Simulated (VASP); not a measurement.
# BN in VASP: single point with PBE+D3(BJ)

Aim: the single point of BN with PBE+D3(BJ).

Program: VASP 6.6.1. These are calculated values, not measurements. Logs are shortened: lines on timing, memory, paths and dates and some standing lists are left out, and cuts for length are marked.

## (1) The cell of the first run

The cell holds a slab with vacuum, 16 atoms: a = 2.505 Å, b = 7.134 Å, c = 21.883 Å, α = 90.00°, β = 90.00°, γ = 100.13°.

## (2) Single point, PBE+D3(BJ)

Input file INCAR:

```
SYSTEM = BN
PREC = Accurate ; ENCUT = 520
EDIFF = 1E-6 ; ISMEAR = 0
SIGMA = 0.05 ; LREAL = Auto
LASPH = .True. ; NELM = 60
ALGO = Normal ; ISIF = 2
LWAVE = .False. ; LCHARG = .False.
LDIPOL = .True. ; IDIPOL = 3
DIPOL = 0.5 0.5 0.500 ; GGA = PE
IVDW = 12 ; NBANDS = 46
```

Input file KPOINTS:

```
regular mesh
0
Gamma
  11 4 1
  0 0 0
```

Input file POSCAR:

```
BN
1.0
    2.5051851807      0.0000000000      0.0000000000
   -1.2550935903      7.0229472690      0.0000000000
    0.0000000000      0.0000000000     21.8825757445
N B
8 8
Direct
    0.9688621645      0.9362999062      0.3427384458
    0.9688621645      0.4362999062      0.3427384458
    0.4219847511      0.8407392227      0.4370902713
    0.4219847511      0.3407392227      0.4370902713
    0.9392646629      0.7884135173      0.5351358543
    0.8273251202      0.2357857861      0.5303857574
    0.4239150944      0.6773995729      0.6281079974
    0.2956475636      0.2579165063      0.6296517436
    0.4529572661      0.9044291036      0.3742060776
    0.4529572661      0.4044291036      0.3742060776
    0.9207976613      0.8237161697      0.4695519936
    0.8955771626      0.3022763138      0.4675044404
    0.4327132590      0.7615612767      0.5670976766
    0.3161001505      0.2273095439      0.5635055671
    0.8897911930      0.5903715420      0.6473721307
    0.8300422122      0.3459487116      0.6489951581
```

Potentials or basis: VASP PAW PBE potentials, release 64 (N, B).

On the command line:

```sh
$ cat potpaw_PBE.64/N/POTCAR potpaw_PBE.64/B/POTCAR > POTCAR
$ mpirun -np 1 vasp_std > vasp.out
```

OUTCAR:

```text
SYSTEM = BN
   PREC = Accurate
   ENCUT = 520
   EDIFF = 1E-6
   ISMEAR = 0
   LREAL = Auto
   LASPH = .True.
   NELM = 60
   ISIF = 2
   GGA = PE
   IVDW = 12
 IVDW          = 12

 ion  position               nearest neighbor table
   1  0.969  0.936  0.343-   9 1.45   9 1.45
   2  0.969  0.436  0.343-  10 1.45  10 1.45
   3  0.422  0.841  0.437-  11 1.43   9 1.45  11 1.46
   4  0.422  0.341  0.437-  12 1.43  10 1.45  12 1.46
   5  0.939  0.788  0.535-  13 1.43  11 1.46  13 1.46
   6  0.827  0.236  0.530-  14 1.43  12 1.46  14 1.46
   7  0.424  0.677  0.628-  15 1.44  13 1.46  15 1.48
   8  0.296  0.258  0.630-  16 1.44  14 1.47  16 1.48
   9  0.453  0.904  0.374-   1 1.45   1 1.45   3 1.45
  10  0.453  0.404  0.374-   2 1.45   2 1.45   4 1.45
  11  0.921  0.824  0.470-   3 1.43   5 1.46   3 1.46
  12  0.896  0.302  0.468-   4 1.43   6 1.46   4 1.46
  13  0.433  0.762  0.567-   5 1.43   5 1.46   7 1.46
  14  0.316  0.227  0.564-   6 1.43   6 1.46   8 1.47
  15  0.890  0.590  0.647-   7 1.44   7 1.48  16 1.72
  16  0.830  0.346  0.649-   8 1.44   8 1.48  15 1.72

  LATTYP: Found a simple monoclinic cell.
 ALAT       =     2.5051851807
 B/A-ratio  =     8.7349134559
 C/A-ratio  =     2.8474296020
 COS(beta)  =    -0.1752463591

  Lattice vectors:

 A1 = (   2.5051851807,   0.0000000000,   0.0000000000)
 A2 = (   0.0000000000,   0.0000000000,  21.8825757445)
 A3 = (  -1.2500915904,  -7.0229472690,   0.0000000000)

Analysis of symmetry for initial positions (statically):
=====================================================================
 Subroutine PRICEL returns:
 Original cell was already a primitive cell.

 Routine SETGRP: Setting up the symmetry group for a
 simple monoclinic supercell.

 Subroutine GETGRP returns: Found  1 space group operations
 (whereof  1 operations were pure point group operations)
 out of a pool of  4 trial point group operations.

The static configuration has the point symmetry C_1 .

Analysis of symmetry for dynamics (positions and initial velocities):
=====================================================================
 Subroutine PRICEL returns:
 Original cell was already a primitive cell.

 Routine SETGRP: Setting up the symmetry group for a
 simple monoclinic supercell.

 Subroutine GETGRP returns: Found  1 space group operations
 (whereof  1 operations were pure point group operations)
 out of a pool of  4 trial point group operations.

The dynamic configuration has the point symmetry C_1 .

 Subroutine INISYM returns: Found  1 space group operations
 (whereof  1 operations are pure point group operations),
 and found     1 'primitive' translations

----------------------------------------------------------------------------------------

                                     Primitive cell

  volume of cell :     384.9973

  direct lattice vectors                    reciprocal lattice vectors
     2.505185181  0.000000000  0.000000000     0.399172088  0.071337333  0.000000000
    -1.255093590  7.022947269  0.000000000     0.000000000  0.142390361  0.000000000
     0.000000000  0.000000000 21.882575744     0.000000000  0.000000000  0.045698459

  length of vectors
     2.505185181  7.134216724 21.882575744     0.405496450  0.142390361  0.045698459

  position of ions in fractional coordinates (direct lattice)
     0.968862165  0.936299906  0.342738446
     0.968862165  0.436299906  0.342738446
     0.421984751  0.840739223  0.437090271
     0.421984751  0.340739223  0.437090271
     0.939264663  0.788413517  0.535135854
     0.827325120  0.235785786  0.530385757
[... 8 lines left out ...]
     0.889791193  0.590371542  0.647372131
     0.830042212  0.345948712  0.648995158

  ion indices of the primitive-cell ions
   primitive index   ion index
                 1           1
                 2           2
                 3           3
                 4           4
                 5           5
                 6           6
[... 8 lines left out ...]
                15          15
                16          16

----------------------------------------------------------------------------------------

 KPOINTS: regular mesh

Automatic generation of k-mesh.
 Grid dimensions read from file:
 generate k-points for:   11    4    1

 Generating k-lattice:

  Cartesian coordinates                     Fractional coordinates (reciprocal lattice)
     0.036288372  0.006485212  0.000000000     0.090909091  0.000000000  0.000000000
     0.000000000  0.035597590  0.000000000     0.000000000  0.250000000  0.000000000
     0.000000000  0.000000000  0.045698459     0.000000000  0.000000000  1.000000000

  Length of vectors
     0.036863314  0.035597590  0.045698459

  Shift w.r.t. Gamma in fractional coordinates (k-lattice)
     0.000000000  0.000000000  0.000000000

 Subroutine IBZKPT returns following result:
 ===========================================

 Found     23 irreducible k-points:

 Following reciprocal coordinates:
            Coordinates               Weight
  0.000000  0.000000  0.000000      1.000000
  0.090909 -0.000000  0.000000      2.000000
  0.181818 -0.000000  0.000000      2.000000
  0.272727 -0.000000  0.000000      2.000000
  0.363636  0.000000  0.000000      2.000000
  0.454545 -0.000000  0.000000      2.000000
[... 15 lines left out ...]
  0.363636  0.500000  0.000000      2.000000
  0.454545  0.500000  0.000000      2.000000
   k-points           NKPTS =     23   k-points in BZ     NKDIM =     23   number of bands    NBANDS=     46
   number of dos      NEDOS =    301   number of ions     NIONS =     16
   total plane-waves  NPLWV = 181440
   dimension x,y,z NGX =    20 NGY =   54 NGZ =  168
   dimension x,y,z NGXF=    40 NGYF=  108 NGZF=  336
   ions per type =               8   8
   NGX,Y,Z   is equivalent  to a cutoff of  13.27, 12.58, 12.76 a.u.
   NGXF,Y,Z  is equivalent  to a cutoff of  26.54, 25.17, 25.53 a.u.
 SYSTEM =  BN
   PREC   = accura    normal or accurate (medium, high low for compatibility)
   ISTART =      0    job   : 0-new  1-cont  2-samecut
   ICHARG =      2    charge: 1-file 2-atom 10-const
   ISPIN  =      1    spin polarized calculation?
   LNONCOLLINEAR =      F non collinear calculations
   LSORBIT =      F    spin-orbit coupling
   LASPH  =      T    aspherical Exc in radial PAW
   ENCUT  =  520.0 eV  38.22 Ry    6.18 a.u.   4.66 13.26 40.69*2*pi/ulx,y,z
   NELM   =     60;   NELMIN=  2; NELMDL= -5     # of ELM steps
   EDIFF  = 0.1E-05   stopping-criterion for ELM
   LREAL  =      T    real-space projection
   EDIFFG = 0.1E-04   stopping-criterion for IOM
   NSW    =      0    number of steps for IOM
   IBRION =     -1    ionic relax: 0-MD 1-quasi-New 2-CG
   NFREE  =      0    steps in history (QN), initial steepest desc. (CG)
   ISIF   =      2    stress and relaxation
   ISYM   =      2    0-nonsym 1-usesym 2-fastsym
   POTIM  = 0.5000    time-step for ionic-motion
   TEBEG  =    0.0;   TEEND  =   0.0 temperature during run
   PSTRESS=    0.0 pullay stress
   NELECT =      64.0000    total number of electrons
   NUPDOWN=      -1.0000    fix difference up-down
   EMIN   =  10.00;   EMAX   =-10.00  energy-range for DOS
   EFERMI =   0.00;   METHOD = LEGACY
   ISMEAR =     0;   SIGMA  =   0.05  broadening in eV -4-tet -1-fermi 0-gaus
   EFERMI_NEDOS =   21; number of points for ismear=-14 and -15
   IALGO  =     38    algorithm
   IMIX   =      4    mixing-type and parameters
     AMIX     =   0.40;   BMIX     =  1.00
     AMIX_MAG =   1.60;   BMIX_MAG =  1.00
  volume/ion in A,a.u.               =      24.06       162.38
  Fermi-wavevector in a.u.,A,eV,Ry     =   0.900151  1.701040 11.024429  0.810273
  Thomas-Fermi vector in A             =   2.023074
   LORBIT       =      0    0 simple, 1 ext, 2 COOP (PROOUT), +10 PAW based schemes
   GGA     = PE    functional components
   LHFCALC =     F    Hartree Fock is set to
   AEXX    =    0.0000 exact exchange contribution
   IVDW    =    12    specifies the selected vdW correction
   LEPSILON=     F    determine dielectric tensor
   LRPA    =     F    only Hartree local field effects (RPA)
 non-spin polarized calculation
 Gauss-broadening in eV      SIGMA  =   0.05
  energy-cutoff  :      520.00
  volume of cell :      385.00
 maximum number of plane-waves:     10410
   NGX =  9   NGY = 27   NGZ = 81

 dipolmoment           0.000000      0.000000      0.429611 electrons x Angstroem

 number of electron      63.9999996 magnetization

 dipolmoment           0.000000      0.000000     -0.279101 electrons x Angstroem

 Free energy of the ion-electron system (eV)
  ---------------------------------------------------
  ext. energy  EPLUGINS =         0.00000000
  ---------------------------------------------------
  free energy    TOTEN  =      -130.39772179 eV

  energy without entropy =     -130.37830642  energy(sigma->0) =     -130.38801410

 E-fermi :  -3.2399     XC(G=0):  -4.4524

 val. band max:       -3.2447680977   @ k =   0.0000   0.0000   0.0000
 cond. band min:      -3.2330287753   @ k =   0.0909   0.2500   0.0000
 fundamental gap:      0.0117393224
 Fermi energy:        -3.2398587997

 k-point     1 :       0.0000    0.0000    0.0000
  band No.  band energies     occupation
      1     -21.5290      2.00000
      2     -21.1859      2.00000
      3     -20.6725      2.00000
      4     -20.3141      2.00000
      5     -19.4854      2.00000
      6     -19.1639      2.00000
[... 36 lines left out ...]
     43       4.4581      0.00000
     44       4.8258      0.00000

 k-point     2 :       0.0909   -0.0000    0.0000
  band No.  band energies     occupation
      1     -21.4087      2.00000
      2     -21.0724      2.00000
      3     -20.5589      2.00000
      4     -20.2064      2.00000
      5     -19.3855      2.00000
      6     -19.0703      2.00000
[... 36 lines left out ...]
     43       4.5726      0.00000
     44       4.9038      0.00000

 k-point     3 :       0.1818   -0.0000    0.0000
  band No.  band energies     occupation
      1     -21.0544      2.00000
      2     -20.7383      2.00000
      3     -20.2281      2.00000
      4     -19.8929      2.00000
      5     -19.1038      2.00000
      6     -18.8076      2.00000
[... 36 lines left out ...]
     43       4.7359      0.00000
     44       5.0129      0.00000

 k-point     4 :       0.2727   -0.0000    0.0000
  band No.  band energies     occupation
      1     -20.4905      2.00000
      2     -20.2067      2.00000
      3     -19.7169      2.00000
      4     -19.4095      2.00000
      5     -18.7085      2.00000
      6     -18.4451      2.00000
[... 835 lines left out ...]
     43       4.7655      0.00000
     44       5.0970      0.00000

 k-point    22 :       0.3636    0.5000    0.0000
  band No.  band energies     occupation
      1     -19.7460      2.00000
      2     -19.5676      2.00000
      3     -19.1008      2.00000
      4     -18.8646      2.00000
      5     -18.3371      2.00000
      6     -18.1797      2.00000
[... 36 lines left out ...]
     43       5.4844      0.00000
     44       5.6483      0.00000

 k-point    23 :       0.4545    0.5000    0.0000
  band No.  band energies     occupation
      1     -19.0396      2.00000
      2     -18.8485      2.00000
      3     -18.6705      2.00000
      4     -18.4446      2.00000
      5     -18.3228      2.00000
      6     -18.2096      2.00000
[... 36 lines left out ...]
     43       6.0362      0.00000
     44       6.4912      0.00000
 [bands above 44 left out]

------------------------ aborting loop because EDIFF is reached ----------------------------------------

 vacuum level on the upper side and lower side of the slab       (xc-potential included)        -1.554         1.224

 Edisp (eV)   -1.77531

 E8    (eV) :    -0.5411

  FORCE on cell =-STRESS in cart. coord.  units (eV):
  Direction    XX          YY          ZZ          XY          YZ          ZX
  --------------------------------------------------------------------------------------
  -------------------------------------------------------------------------------------
  Total      -1.30635     0.80923     1.23788     2.42386    -0.32115     0.00126
  in kB      -5.43641     3.36763     5.15147    10.08697    -1.33646     0.00524
  external pressure =        1.03 kB  Pullay stress =        0.00 kB

 VOLUME and BASIS-vectors are now :
 -----------------------------------------------------------------------------
  energy-cutoff  :      520.00
  volume of cell :      385.00
      direct lattice vectors                 reciprocal lattice vectors
     2.505185181  0.000000000  0.000000000     0.399172088  0.071337333  0.000000000
    -1.255093590  7.022947269  0.000000000     0.000000000  0.142390361  0.000000000
     0.000000000  0.000000000 21.882575744     0.000000000  0.000000000  0.045698459

 POSITION                                       TOTAL-FORCE (eV/Angst)
 -----------------------------------------------------------------------------------
      1.25204      6.57558      7.50000         0.018172     -0.306376      1.396574
      1.87958      3.06411      7.50000        -0.016014     -0.344914      1.404524
      0.00194      5.90447      9.56466         0.723159      0.005430      1.260197
      0.62949      2.39299      9.56466        -0.723980     -0.537272      0.993392
      1.36350      5.53699     11.71015         0.003704     -0.005696     -0.001684
      1.77667      1.65591     11.60621        -0.002147      0.006521     -0.000915
[... 8 lines left out ...]
      1.48812      4.14615     14.16617        -0.005417     -0.011336      0.017552
      1.64521      2.42958     14.20169         0.004723      0.009116      0.021340
 -----------------------------------------------------------------------------------
    total drift:                               -0.003590      0.002194      0.005884

  FREE ENERGIE OF THE ION-ELECTRON SYSTEM (eV)
  ---------------------------------------------------
  free  energy   TOTEN  =      -132.1730355185 eV

  energy  without entropy=     -132.1536201471  energy(sigma->0) =     -132.16332783

 vacuum level on the upper side and lower side of the slab         2.030         4.879
```

It took 17 min on 1 thread of Intel Xeon Platinum 8375C at 2.90GHz (Ice Lake), shared host; peak memory 0.55 GiB.

What came out:

| Property | Result |
| --- | --- |
| Free energy | -132.1730 eV |
| Largest force | 2.631 eV/Å |
| Band gap on the k mesh | zero (bands 32 and 33 overlap by 0.50 eV) |
| Dispersion energy per atom | -0.111 eV |

Forces in eV/Å, atoms in the order of the input:
```
N    0.018 -0.306  1.397
N   -0.016 -0.345  1.405
N    0.723  0.005  1.260
N   -0.724 -0.537  0.993
N    0.004 -0.006 -0.002
N   -0.002  0.007 -0.001
N    0.006  0.004 -0.001
N   -0.003 -0.005 -0.004
B    0.038  0.467 -2.589
B   -0.041  0.726 -2.501
B   -0.001  0.001  0.008
B    0.001 -0.007 -0.002
B   -0.005  0.012 -0.003
B    0.003 -0.015  0.001
B   -0.005 -0.011  0.018
B    0.005  0.009  0.021
```
